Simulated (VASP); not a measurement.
A run of VASP 6.6.1 is set up as follows.

INCAR

```
SYSTEM = BF
PREC = Accurate
ENCUT = 520
EDIFF = 1E-7
ISMEAR = 0
SIGMA = 0.2
LREAL = .False.
LASPH = .True.
NELM = 60
ALGO = Normal
ISIF = 2
LWAVE = .False.
LCHARG = .True.
GGA = PE
LELF = .True.
LVHAR = .True.
NBANDS = 18
```

The input KPOINTS:

```
regular mesh
0
Gamma
  8 8 4
  0 0 0
```

Contents of POSCAR:

```
BF
1.0
    2.8716226944     -1.6602070731     -0.0552490933
    2.8716226944      1.6602070731     -0.0552490933
   -1.7206252235      0.0000000000      5.2012518804
B F
2 2
Direct
    0.0000000000      0.5000000000      0.0000000000
    0.5000000000      0.0000000000      0.5000000000
    0.7500486733      0.2499513267      0.2500000000
    0.2499513267      0.7500486733      0.7500000000
```

Potentials or basis: VASP PAW PBE potentials, release 64 (B, F).

The run is started by

```sh
$ cat potpaw_PBE.64/B/POTCAR potpaw_PBE.64/F/POTCAR > POTCAR
$ mpirun -np 1 vasp_std > vasp.out
```

(1) Estimate the pressure.

(2) Estimate the band gap on the k mesh.

Answers

(1) 0.1 GPa.

(2) 0.07 eV.

Caveat: the smearing spreads over this small gap; semilocal functionals underestimate gaps, and a narrow one can read as zero.
